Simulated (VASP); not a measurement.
The system is BP.

```xyz
2
Lattice="0.0000 2.2683 2.2683 2.2683 0.0000 2.2683 2.2683 2.2683 0.0000" Properties=species:S:1:pos:R:3 pbc="T T T"
B     0.0000    0.0000    0.0000
P     1.1342    1.1342    1.1342
```

Base run:

```yaml
Program: VASP 6.6.1
Functional: r2SCAN
Potentials_or_basis: VASP PAW PBE potentials, release 64 (B, P)
Cutoff: 520 eV
k_mesh: 6 × 6 × 6
Occupations: gaussian, width 0.01 eV
Spin: no spin polarisation
```

Its results: band gap on the k mesh 1.54 eV, indirect (least direct gap 3.64 eV); pressure -0.4 GPa.

Question: The run is repeated on the same cell with these changes: functional from r2SCAN to PBE0. What comes out?

Answer: Band gap on the k mesh 2.79 eV, indirect (least direct gap 5.05 eV); pressure -2.0 GPa.

PBE0 gives the wider gap, since exact exchange removes part of the self-interaction.

Caveats: the PAW data sets were made with another functional, which shifts forces and pressure a little.

A k mesh can miss the band edges.
